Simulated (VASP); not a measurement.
# Sb in VASP: relaxation of the atoms with PBE

Aim: the relaxation of the atoms of Sb with PBE.

Program: VASP 6.6.1. These are calculated values, not measurements. Logs are shortened: lines on timing, memory, paths and dates and some standing lists are left out, and cuts for length are marked.

## Step 1: The cell of the first run

The cell holds a slab with vacuum, 3 atoms: a = 3.389 Å, b = 3.389 Å, c = 21.534 Å, α = 90.00°, β = 90.00°, γ = 120.00°.

## Step 2: Relaxation of the atoms, PBE

INCAR

```
SYSTEM = Sb
PREC     = Accurate       ! precision mode
ENCUT    = 520            ! plane-wave cutoff, eV
EDIFF    = 1E-6           ! SCF threshold, eV
ISMEAR   = -1             ! smearing method
SIGMA    = 0.1            ! smearing width, eV
LREAL    = .FALSE.        ! projectors in reciprocal space
LASPH    = .TRUE.         ! aspherical terms in the spheres
NELM     = 80             ! most SCF steps
ALGO     = Normal         ! electronic algorithm
ISIF     = 2              ! what is computed and relaxed
LWAVE    = .FALSE.        ! write WAVECAR
LCHARG   = .FALSE.        ! write CHGCAR
LDIPOL   = .TRUE.       
IDIPOL   = 3            
DIPOL    = 0.5 0.5 0.500
GGA      = PE             ! functional
IBRION   = 2              ! ionic algorithm
NSW      = 32             ! ionic steps
EDIFFG   = -0.01          ! ionic threshold
```

KPOINTS

```
regular mesh
0
G
  11 11 1
  0 0 0
```

POSCAR

```
Sb
1.0
    3.3888387676      0.0000000000      0.0000000000
   -1.6944193838      2.9348204621      0.0000000000
    0.0000000000      0.0000000000     21.5340000000
Sb
3
Direct
    0.1666666667      0.3333333333      0.3768336209
    0.5000000000      1.0000000000      0.5000000010
    0.8333333333      0.6666666667      0.6231663776
```

Potentials or basis: VASP PAW PBE potentials, release 64 (Sb).

Command:

```console
$ cat potpaw_PBE.64/Sb/POTCAR > POTCAR
$ mpirun -np 1 vasp_std > vasp.out
```

OUTCAR:

```text
SYSTEM = Sb
   PREC = Accurate
   ENCUT = 520
   EDIFF = 1E-6
   ISMEAR = -1
   LREAL = .FALSE.
   LASPH = .TRUE.
   NELM = 80
   ISIF = 2
   GGA = PE
   IBRION = 2
   NSW = 32
   EDIFFG = -0.01

 ion  position               nearest neighbor table
   1  0.167  0.333  0.377-   2 3.30   2 3.30   2 3.30
   2  0.500  0.000  0.500-   3 3.30   3 3.30   3 3.30   1 3.30   1 3.30   1 3.30
   3  0.833  0.667  0.623-   2 3.30   2 3.30   2 3.30

  LATTYP: Found a hexagonal cell.
 ALAT       =     3.3888387676
 C/A-ratio  =     6.3543890627

  Lattice vectors:

 A1 = (   3.3888387676,   0.0000000000,   0.0000000000)
 A2 = (  -1.6944193838,   2.9348204621,   0.0000000000)
 A3 = (   0.0000000000,   0.0000000000,  21.5340000000)

Analysis of symmetry for initial positions (statically):
=====================================================================
 Subroutine PRICEL returns:
 Original cell was already a primitive cell.

 Routine SETGRP: Setting up the symmetry group for a
 hexagonal supercell.

 Subroutine GETGRP returns: Found 12 space group operations
 (whereof  4 operations were pure point group operations)
 out of a pool of 24 trial point group operations.

The static configuration has the point symmetry C_2h.
 The point group associated with its full space group is D_3d.

Analysis of symmetry for dynamics (positions and initial velocities):
=====================================================================
 Subroutine PRICEL returns:
 Original cell was already a primitive cell.

 Routine SETGRP: Setting up the symmetry group for a
 hexagonal supercell.

 Subroutine GETGRP returns: Found 12 space group operations
 (whereof  4 operations were pure point group operations)
 out of a pool of 24 trial point group operations.

The dynamic configuration has the point symmetry C_2h.
 The point group associated with its full space group is D_3d.

 Subroutine INISYM returns: Found 12 space group operations
 (whereof  4 operations are pure point group operations),
 and found     1 'primitive' translations

----------------------------------------------------------------------------------------

                                     Primitive cell

  volume of cell :     214.1693

  direct lattice vectors                    reciprocal lattice vectors
     3.388838768  0.000000000  0.000000000     0.295086332  0.170368173  0.000000000
[... 94 lines left out ...]
   ISMEAR =    -1;   SIGMA  =   0.10  broadening in eV -4-tet -1-fermi 0-gaus
   EFERMI_NEDOS =   21; number of points for ismear=-14 and -15
   IALGO  =     38    algorithm
   IMIX   =      4    mixing-type and parameters
     AMIX     =   0.40;   BMIX     =  1.00
     AMIX_MAG =   1.60;   BMIX_MAG =  1.00
  volume/ion in A,a.u.               =      71.39       481.76
  Fermi-wavevector in a.u.,A,eV,Ry     =   0.674817  1.275220  6.195799  0.455378
  Thomas-Fermi vector in A             =   1.751649
   LORBIT       =      0    0 simple, 1 ext, 2 COOP (PROOUT), +10 PAW based schemes
   GGA     = PE    functional components
   LHFCALC =     F    Hartree Fock is set to
   AEXX    =    0.0000 exact exchange contribution
   IVDW    =     0    specifies the selected vdW correction
   LEPSILON=     F    determine dielectric tensor
   LRPA    =     F    only Hartree local field effects (RPA)
 conjugate gradient relaxation of ions
 non-spin polarized calculation
  energy-cutoff  :      520.00
  volume of cell :      214.17
 maximum number of plane-waves:      5817
 NGX is ok and might be reduce to    28
   NGX = 13   NGY = 13   NGZ = 81

 number of electron      15.0000000 magnetization

 dipolmoment           0.000000      0.000000      0.000000 electrons x Angstroem

 Free energy of the ion-electron system (eV)
  ---------------------------------------------------
  ext. energy  EPLUGINS =         0.00000000
  ---------------------------------------------------
  free energy    TOTEN  =       -11.12657549 eV

  energy without entropy =      -11.04971201  energy(sigma->0) =      -11.08814375

 E-fermi :   0.5781     XC(G=0):  -4.5677

 val. band max:        0.4960629291   @ k =   0.2727   0.2727   0.0000
 cond. band min:       0.5847216862   @ k =   0.4545   0.0909   0.0000
 fundamental gap:      0.0886587571
 Fermi energy:         0.5780645397

 k-point     1 :       0.0000    0.0000    0.0000
  band No.  band energies     occupation
      1     -12.0777      2.00000
      2     -10.6974      2.00000
      3      -9.0519      2.00000
      4      -3.9386      2.00000
      5      -0.8855      2.00000
      6       2.5153      0.00000
      7       4.1197      0.00000
      8       4.1197      0.00000
      9       4.3146      0.00000
     10       4.9613      0.00000
     11       4.9937      0.00000
[... 197 lines left out ...]
 k-point    16 :       0.3636    0.2727    0.0000
  band No.  band energies     occupation
      1      -7.8584      2.00000
      2      -7.3227      2.00000
      3      -7.0710      2.00000
      4      -3.7398      2.00000
      5      -3.0187      2.00000
      6      -2.9960      2.00000
      7      -2.0029      2.00000
      8      -1.5935      2.00000
      9      -0.7825      2.00000
     10       1.2739      0.00190
     11       1.4114      0.00048

------------------------ aborting loop because EDIFF is reached ----------------------------------------

 vacuum level on the upper side and lower side of the slab       (xc-potential included)        -0.106        -0.106

  FORCE on cell =-STRESS in cart. coord.  units (eV):
  Direction    XX          YY          ZZ          XY          YZ          ZX
  --------------------------------------------------------------------------------------
  -------------------------------------------------------------------------------------
  Total       -0.7380839     -0.7380839     -0.0258774      0.0000000      0.0000000      0.0000000
  in kB       -5.5215263     -5.5215263     -0.1935860      0.0000000      0.0000000      0.0000000
  external PRESSURE =      -3.7455462 kB  Pullay stress =       0.0000000 kB

 VOLUME and BASIS-vectors are now :
 -----------------------------------------------------------------------------
  energy-cutoff  :      520.00
  volume of cell :      214.17
      direct lattice vectors                 reciprocal lattice vectors
     3.388838768  0.000000000  0.000000000     0.295086332  0.170368173  0.000000000
    -1.694419384  2.934820462  0.000000000     0.000000000  0.340736346  0.000000000
     0.000000000  0.000000000 21.534000000     0.000000000  0.000000000  0.046438191

 POSITION                                       TOTAL-FORCE (eV/Angst)
 -----------------------------------------------------------------------------------
      0.00000      0.97827      8.11474        -0.000000      0.000000      0.004124
      1.69442      0.00000     10.76700         0.000000      0.000000      0.000000
      1.69442      1.95655     13.41926         0.000000     -0.000000     -0.004124
 -----------------------------------------------------------------------------------
    total drift:                                0.000000     -0.000000      0.000004

  FREE ENERGIE OF THE ION-ELECTRON SYSTEM (eV)
  ---------------------------------------------------
  free  energy   TOTEN  =       -11.1265754916 eV

  energy  without entropy=      -11.0497120142  energy(sigma->0) =      -11.08814375

 reached required accuracy - stopping structural energy minimisation

 vacuum level on the upper side and lower side of the slab         4.739         4.739
```

OSZICAR:

```text
N       E                     dE             d eps       ncg     rms          rms(c)
DAV:   1     0.909040022743E+02    0.90904E+02   -0.43769E+03   352   0.929E+02
DAV:   2    -0.425764459369E+01   -0.95162E+02   -0.88034E+02   564   0.148E+02
DAV:   3    -0.109619641218E+02   -0.67043E+01   -0.65807E+01   447   0.506E+01
[... 12 lines left out ...]
DAV:  16    -0.111265593154E+02   -0.27357E-05   -0.13865E-06   347   0.313E-03    0.429E-04
DAV:  17    -0.111265720552E+02   -0.12740E-04   -0.88286E-07   299   0.253E-03    0.347E-04
DAV:  18    -0.111265737574E+02   -0.17023E-05   -0.72319E-08   267   0.863E-04    0.112E-04
DAV:  19    -0.111265753382E+02   -0.15808E-05   -0.13518E-07   256   0.780E-04    0.415E-05
DAV:  20    -0.111265754916E+02   -0.15339E-06   -0.13456E-08   261   0.306E-04
   1 F= -.11126575E+02 E0= -.11088144E+02  d E =-.111266E+02
```

Run time: 33 s. Hardware: 1 thread of AMD EPYC 9R45 (Zen 5), shared host; peak memory 0.31 GiB.

What came out:

```yaml
Free_energy: -11.1266 eV
Largest_force_after_relaxing: 0.004 eV/Å
Band_gap_on_the_k_mesh: zero (an odd number of electrons rules out a gap without spin polarisation)
```

Forces in eV/Å, atoms in the order of the input:
```
Sb   0.000  0.000  0.004
Sb   0.000  0.000  0.000
Sb   0.000  0.000 -0.004
```

Final structure:
```yaml
crystal:
  lattice:
    - [3.38884, 0.00000, 0.00000]
    - [-1.69442, 2.93482, 0.00000]
    - [0.00000, 0.00000, 21.53400]
  atoms:
    - { symbol: Sb, position: [0.16667, 0.33333, 0.37683] }
    - { symbol: Sb, position: [0.50000, 0.00000, 0.50000] }
    - { symbol: Sb, position: [0.83333, 0.66667, 0.62317] }
```

Caveat: the relaxation stopped at its first step, so nothing moved; spin-orbit coupling is left out, which moves the levels of the heavy elements.
